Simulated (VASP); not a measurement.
# Au8S (Imm2) in VASP: a series of runs

Runs on Au8S. Level: PBE. Tasks: single point.

Program: VASP 6.6.1. These are calculated values, not measurements. Logs are shortened: lines on timing, memory, paths and dates and some standing lists are left out, and cuts for length are marked.

## (1) The cell of the first run

It takes space group Imm2 (No. 44, orthorhombic). The conventional cell has a = 5.848 Å, b = 6.343 Å, c = 8.623 Å, α = 90.00°, β = 90.00°, γ = 90.00°. Au (site symmetry m) has 12 Au at 2.92 to 3.17 Å and 3 S at 3.50 to 3.60 Å within 3.9 Å. Au (site symmetry m) has 12 Au at 2.92 to 3.17 Å and 3 S at 3.55 to 3.65 Å within 3.9 Å. Within 2.5 Å of Au (site symmetry m) lie 1 S at 1.92 Å. Au (site symmetry m) has 1 S at 1.82 Å within 2.4 Å. S (site symmetry mm2) has 4 Au at 1.82 to 1.92 Å within 2.4 Å.

## (2) Single point, PBE

Input file INCAR:

```
SYSTEM = Au8S
PREC = Accurate ; ENCUT = 520
EDIFF = 1E-6 ; ISMEAR = -1
SIGMA = 0.1 ; LREAL = .FALSE.
LASPH = .TRUE. ; NELM = 80
ALGO = Normal ; ISIF = 2
LWAVE = .FALSE. ; LCHARG = .TRUE.
GGA = PE ; LELF = .TRUE.
LVHAR = .TRUE. ; NBANDS = 57
```

Input file KPOINTS:

```
Automatic mesh
0
G
  4 4 4
  0 0 0
```

Input file POSCAR:

```
Au8S
1.0
   -2.9238730000      3.1716590000      4.3114740000
    5.8477460000      0.0000000000      0.0000000000
    2.9238730000      3.1716590000     -4.3114740000
Au S
8 1
Direct
    0.6250000000      0.3750000000      0.8750000000
    0.1250000000      0.3750000000      0.3750000000
    0.6250000000      0.8750000000      0.3750000000
    0.6250000000      0.3750000000      0.3750000000
    0.6250000000      0.8750000000      0.8750000000
    0.1250000000      0.8750000000      0.3750000000
    0.1250000000      0.8750000000      0.8750000000
    0.1250000000      0.3750000000      0.8750000000
    0.0000000000      0.0000000000      0.0000000000
```

Potentials or basis: VASP PAW PBE potentials, release 64 (Au, S).

Launch:

```console
$ cat potpaw_PBE.64/Au/POTCAR potpaw_PBE.64/S/POTCAR > POTCAR
$ mpirun -np 1 vasp_std > vasp.out
```

OUTCAR:

```text
SYSTEM = Au8S
   PREC = Accurate
   ENCUT = 520
   EDIFF = 1E-6
   ISMEAR = -1
   LREAL = .FALSE.
   LASPH = .TRUE.
   NELM = 80
   ISIF = 2
   GGA = PE

 ion  position               nearest neighbor table
   1  0.625  0.375  0.875-   5 2.92   5 2.92   7 3.05   8 3.05   3 3.05   4 3.05   3 3.05   4 3.05
                             8 3.05   7 3.05   2 3.17   2 3.17
   2  0.125  0.375  0.375-   6 2.92   6 2.92   3 3.05   8 3.05   7 3.05   8 3.05   4 3.05   7 3.05
                             4 3.05   3 3.05   1 3.17   1 3.17
   3  0.625  0.875  0.375-   4 2.92   4 2.92   5 3.05   6 3.05   1 3.05   5 3.05   1 3.05   2 3.05
                             6 3.05   2 3.05   7 3.17   7 3.17
   4  0.625  0.375  0.375-   3 2.92   3 2.92   1 3.05   6 3.05   1 3.05   5 3.05   2 3.05   5 3.05
                             2 3.05   6 3.05   8 3.17   8 3.17
   5  0.625  0.875  0.875-   9 1.92   1 2.92   1 2.92   8 3.05   3 3.05   3 3.05   4 3.05   7 3.05
                             4 3.05   7 3.05   8 3.05   6 3.17   6 3.17
   6  0.125  0.875  0.375-   9 1.92   2 2.92   2 2.92   7 3.05   3 3.05   7 3.05   8 3.05   4 3.05
                             8 3.05   3 3.05   4 3.05   5 3.17   5 3.17
   7  0.125  0.875  0.875-   9 1.82   8 2.92   8 2.92   1 3.05   5 3.05   2 3.05   6 3.05   2 3.05
                             6 3.05   5 3.05   1 3.05   3 3.17   3 3.17
   8  0.125  0.375  0.875-   9 1.82   7 2.92   7 2.92   1 3.05   2 3.05   2 3.05   6 3.05   6 3.05
                             5 3.05   1 3.05   5 3.05   4 3.17   4 3.17
   9  0.000  0.000  0.000-   8 1.82   7 1.82   5 1.92   6 1.92

  LATTYP: Found a body centered orthorhombic cell.
 ALAT       =     5.8477460000
 B/A-ratio  =     1.0847458149
 C/A-ratio  =     1.4745763581

  Lattice vectors:

 A1 = (  -2.9238730000,   3.1716590000,   4.3114740000)
 A2 = (   2.9238730000,  -3.1716590000,   4.3114740000)
 A3 = (   2.9238730000,   3.1716590000,  -4.3114740000)

Analysis of symmetry for initial positions (statically):
=====================================================================
 Subroutine PRICEL returns:
 Original cell was already a primitive cell.

 Routine SETGRP: Setting up the symmetry group for a
 body centered orthorhombic supercell.

 Subroutine GETGRP returns: Found  4 space group operations
 (whereof  4 operations were pure point group operations)
 out of a pool of  8 trial point group operations.

The static configuration has the point symmetry C_2v.

Analysis of symmetry for dynamics (positions and initial velocities):
=====================================================================
 Subroutine PRICEL returns:
 Original cell was already a primitive cell.

 Routine SETGRP: Setting up the symmetry group for a
 body centered orthorhombic supercell.

 Subroutine GETGRP returns: Found  4 space group operations
 (whereof  4 operations were pure point group operations)
 out of a pool of  8 trial point group operations.

The dynamic configuration has the point symmetry C_2v.

 Subroutine INISYM returns: Found  4 space group operations
 (whereof  4 operations are pure point group operations),
 and found     1 'primitive' translations

----------------------------------------------------------------------------------------

                                     Primitive cell

  volume of cell :     159.9303

  direct lattice vectors                    reciprocal lattice vectors
    -2.923873000  3.171659000  4.311474000     0.000000000  0.157646203  0.115969620
     5.847746000  0.000000000  0.000000000     0.171006059  0.000000000  0.115969620
     2.923873000  3.171659000 -4.311474000     0.000000000  0.157646203 -0.115969620

  length of vectors
     6.098955827  5.847746000  6.098955827     0.195707123  0.206620486  0.195707123

  position of ions in fractional coordinates (direct lattice)
     0.625000000  0.375000000  0.875000000
     0.125000000  0.375000000  0.375000000
     0.625000000  0.875000000  0.375000000
     0.625000000  0.375000000  0.375000000
     0.625000000  0.875000000  0.875000000
     0.125000000  0.875000000  0.375000000
     0.125000000  0.875000000  0.875000000
     0.125000000  0.375000000  0.875000000
     0.000000000  0.000000000  0.000000000

  ion indices of the primitive-cell ions
   primitive index   ion index
                 1           1
                 2           2
                 3           3
                 4           4
                 5           5
                 6           6
                 7           7
                 8           8
                 9           9

----------------------------------------------------------------------------------------

 KPOINTS: Automatic mesh

Automatic generation of k-mesh.
 Grid dimensions read from file:
 generate k-points for:    4    4    4

 Generating k-lattice:

  Cartesian coordinates                     Fractional coordinates (reciprocal lattice)
     0.000000000  0.039411551  0.028992405     0.250000000  0.000000000  0.000000000
     0.042751515  0.000000000  0.028992405     0.000000000  0.250000000  0.000000000
     0.000000000  0.039411551 -0.028992405     0.000000000  0.000000000  0.250000000

  Length of vectors
     0.048926781  0.051655121  0.048926781

  Shift w.r.t. Gamma in fractional coordinates (k-lattice)
     0.000000000  0.000000000  0.000000000

 Subroutine IBZKPT returns following result:
 ===========================================

 Found     18 irreducible k-points:

 Following reciprocal coordinates:
            Coordinates               Weight
  0.000000  0.000000  0.000000      1.000000
  0.250000  0.000000  0.000000      4.000000
  0.500000  0.000000  0.000000      2.000000
 -0.000000  0.250000  0.000000      4.000000
  0.250000  0.250000  0.000000      8.000000
  0.500000  0.250000 -0.000000      8.000000
[... 10 lines left out ...]
 -0.250000 -0.250000  0.250000      4.000000
  0.500000  0.000000  0.500000      1.000000
   k-points           NKPTS =     18   k-points in BZ     NKDIM =     18   number of bands    NBANDS=     57
   number of dos      NEDOS =    301   number of ions     NIONS =      9
   total plane-waves  NPLWV = 110592
   dimension x,y,z NGX =    48 NGY =   48 NGZ =   48
   dimension x,y,z NGXF=    96 NGYF=   96 NGZF=   96
   ions per type =               8   1
   NGX,Y,Z   is equivalent  to a cutoff of  13.08, 13.65, 13.08 a.u.
   NGXF,Y,Z  is equivalent  to a cutoff of  26.17, 27.29, 26.17 a.u.
 SYSTEM =  Au8S
   PREC   = accura    normal or accurate (medium, high low for compatibility)
   ISTART =      0    job   : 0-new  1-cont  2-samecut
   ICHARG =      2    charge: 1-file 2-atom 10-const
   ISPIN  =      1    spin polarized calculation?
   LNONCOLLINEAR =      F non collinear calculations
   LSORBIT =      F    spin-orbit coupling
   LASPH  =      T    aspherical Exc in radial PAW
   ENCUT  =  520.0 eV  38.22 Ry    6.18 a.u.  11.34 10.87 11.34*2*pi/ulx,y,z
   NELM   =     80;   NELMIN=  2; NELMDL= -5     # of ELM steps
   EDIFF  = 0.1E-05   stopping-criterion for ELM
   LREAL  =      F    real-space projection
   EDIFFG = 0.1E-04   stopping-criterion for IOM
   NSW    =      0    number of steps for IOM
   IBRION =     -1    ionic relax: 0-MD 1-quasi-New 2-CG
   NFREE  =      0    steps in history (QN), initial steepest desc. (CG)
   ISIF   =      2    stress and relaxation
   ISYM   =      2    0-nonsym 1-usesym 2-fastsym
   POTIM  = 0.5000    time-step for ionic-motion
   TEBEG  =    0.0;   TEEND  =   0.0 temperature during run
   PSTRESS=    0.0 pullay stress
   NELECT =      94.0000    total number of electrons
   NUPDOWN=      -1.0000    fix difference up-down
   EMIN   =  10.00;   EMAX   =-10.00  energy-range for DOS
   EFERMI =   0.00;   METHOD = LEGACY
   ISMEAR =    -1;   SIGMA  =   0.10  broadening in eV -4-tet -1-fermi 0-gaus
   EFERMI_NEDOS =   21; number of points for ismear=-14 and -15
   IALGO  =     38    algorithm
   IMIX   =      4    mixing-type and parameters
     AMIX     =   0.40;   BMIX     =  1.00
     AMIX_MAG =   1.60;   BMIX_MAG =  1.00
  volume/ion in A,a.u.               =      17.77       119.92
  Fermi-wavevector in a.u.,A,eV,Ry     =   1.371325  2.591429 25.586211  1.880533
  Thomas-Fermi vector in A             =   2.497032
   LORBIT       =      0    0 simple, 1 ext, 2 COOP (PROOUT), +10 PAW based schemes
   GGA     = PE    functional components
   LHFCALC =     F    Hartree Fock is set to
   AEXX    =    0.0000 exact exchange contribution
   IVDW    =     0    specifies the selected vdW correction
   LEPSILON=     F    determine dielectric tensor
   LRPA    =     F    only Hartree local field effects (RPA)
 non-spin polarized calculation
  energy-cutoff  :      520.00
  volume of cell :      159.93
 maximum number of plane-waves:      4342
 NGX is ok and might be reduce to    48
   NGX = 23   NGY = 21   NGZ = 23

 number of electron      93.9999992 magnetization

 Free energy of the ion-electron system (eV)
  ---------------------------------------------------
  ext. energy  EPLUGINS =         0.00000000
  ---------------------------------------------------
  free energy    TOTEN  =       -17.88100369 eV

  energy without entropy =      -17.77480213  energy(sigma->0) =      -17.82790291

 E-fermi :   8.9127     XC(G=0): -12.1271

 val. band max:        8.8925400614   @ k =   0.2500   0.0000   0.0000
 cond. band min:       8.9397887288   @ k =   0.5000  -0.2500   0.2500
 fundamental gap:      0.0472486673
 Fermi energy:         8.9126601413

 k-point     1 :       0.0000    0.0000    0.0000
  band No.  band energies     occupation
      1      -9.8612      2.00000
      2      -2.2372      2.00000
      3      -2.2250      2.00000
      4      -2.1797      2.00000
      5       0.2581      2.00000
      6       1.4729      2.00000
[... 49 lines left out ...]
     56      13.5400      0.00000
     57      13.8467      0.00000

 k-point     2 :       0.2500    0.0000    0.0000
  band No.  band energies     occupation
      1      -9.8249      2.00000
      2      -2.2806      2.00000
      3      -2.1760      2.00000
      4      -2.1234      2.00000
      5       0.6425      2.00000
      6       1.5180      2.00000
[... 49 lines left out ...]
     56      14.1337      0.00000
     57      14.5330      0.00000

 k-point     3 :       0.5000    0.0000    0.0000
  band No.  band energies     occupation
      1      -9.7879      2.00000
      2      -2.3248      2.00000
      3      -2.1236      2.00000
      4      -2.0653      2.00000
      5       1.4200      2.00000
      6       1.4677      2.00000
[... 834 lines left out ...]
      1      -9.7510      2.00000
      2      -2.4206      2.00000
      3      -2.0089      2.00000
      4      -2.0056      2.00000
      5       1.5001      2.00000
      6       1.6775      2.00000
[... 49 lines left out ...]
     56      14.8174      0.00000
     57      15.6994      0.00000

 k-point    18 :       0.5000    0.0000    0.5000
  band No.  band energies     occupation
      1      -9.7471      2.00000
      2      -2.4915      2.00000
      3      -1.9686      2.00000
      4      -1.9514      2.00000
      5       1.3787      2.00000
      6       1.8434      2.00000
[... 49 lines left out ...]
     56      14.8167      0.00000
     57      15.0279      0.00000

------------------------ aborting loop because EDIFF is reached ----------------------------------------

  FORCE on cell =-STRESS in cart. coord.  units (eV):
  Direction    XX          YY          ZZ          XY          YZ          ZX
  --------------------------------------------------------------------------------------
  -------------------------------------------------------------------------------------
  Total       45.5191688     30.0810688     38.2900649      0.0000000      0.0000000      0.0000000
  in kB      456.0097722    301.3513142    383.5888097      0.0000000      0.0000000      0.0000000
  external PRESSURE =     380.3166320 kB  Pullay stress =       0.0000000 kB

 VOLUME and BASIS-vectors are now :
 -----------------------------------------------------------------------------
  energy-cutoff  :      520.00
  volume of cell :      159.93
      direct lattice vectors                 reciprocal lattice vectors
    -2.923873000  3.171659000  4.311474000     0.000000000  0.157646203  0.115969620
     5.847746000  0.000000000  0.000000000     0.171006059  0.000000000  0.115969620
     2.923873000  3.171659000 -4.311474000     0.000000000  0.157646203 -0.115969620

 POSITION                                       TOTAL-FORCE (eV/Angst)
 -----------------------------------------------------------------------------------
      2.92387      4.75749     -1.07787         0.000000     -0.046051     -0.042717
      2.92387      1.58583     -1.07787         0.000000      0.046051     -0.042717
      4.38581      3.17166      1.07787         0.073474     -0.000000     -0.021728
      1.46194      3.17166      1.07787        -0.073474     -0.000000     -0.021728
      5.84775      4.75749     -1.07787         0.000000    -10.281436     -7.095575
      5.84775      1.58583     -1.07787         0.000000     10.281436     -7.095575
      7.30968      3.17166     -3.23361       -15.542248     -0.000000     11.395937
      4.38581      3.17166     -3.23361        15.542248     -0.000000     11.395937
      0.00000      0.00000      0.00000         0.000000     -0.000000     -8.471834
 -----------------------------------------------------------------------------------
    total drift:                               -0.000001     -0.000000      0.000055

  FREE ENERGIE OF THE ION-ELECTRON SYSTEM (eV)
  ---------------------------------------------------
  free  energy   TOTEN  =       -17.8810036923 eV

  energy  without entropy=      -17.7748021269  energy(sigma->0) =      -17.82790291
```

It took 2.9 min on 1 thread of Intel Xeon Platinum 8488C (Sapphire Rapids), shared host; peak memory 0.37 GiB.

What came out:

* Free energy: -17.8810 eV
* Pressure: 38.0 GPa
* Largest force: 19.272 eV/Å
* Band gap on the k mesh: zero (bands 47 and 48 overlap by 0.21 eV)

Forces on the atoms (eV/Å):
```
Au    0.000  -0.046  -0.043
Au    0.000   0.046  -0.043
Au    0.073   0.000  -0.022
Au   -0.073   0.000  -0.022
Au    0.000 -10.281  -7.096
Au    0.000  10.281  -7.096
Au  -15.542   0.000  11.396
Au   15.542   0.000  11.396
S     0.000   0.000  -8.472
```

Levels at points of the mesh, in eV from the Fermi level:
```csv
k point,band 45,band 46,band 47,band 48,band 49,band 50
"(0.00, 0.00, 0.00)",-1.86,0.06,0.13,0.23,0.37,0.37
"(0.50, 0.00, 0.00)",-1.31,-0.07,0.12,0.30,0.43,2.08
"(0.00, 0.50, 0.00)",-1.51,-0.17,-0.17,0.06,0.11,2.15
"(0.50, 0.50, 0.00)",-1.63,-1.44,-0.44,1.49,1.50,2.22
"(0.50, 0.00, 0.50)",-1.46,-1.21,-0.38,1.55,1.67,2.35
```

Caveat: the cell stands under pressure; spin-orbit coupling is left out, which moves the levels of the heavy elements; forces of over 1 eV/Å act on the atoms, so gaps and moduli don't describe the material at rest.

(Continued in part 2 of 2.)
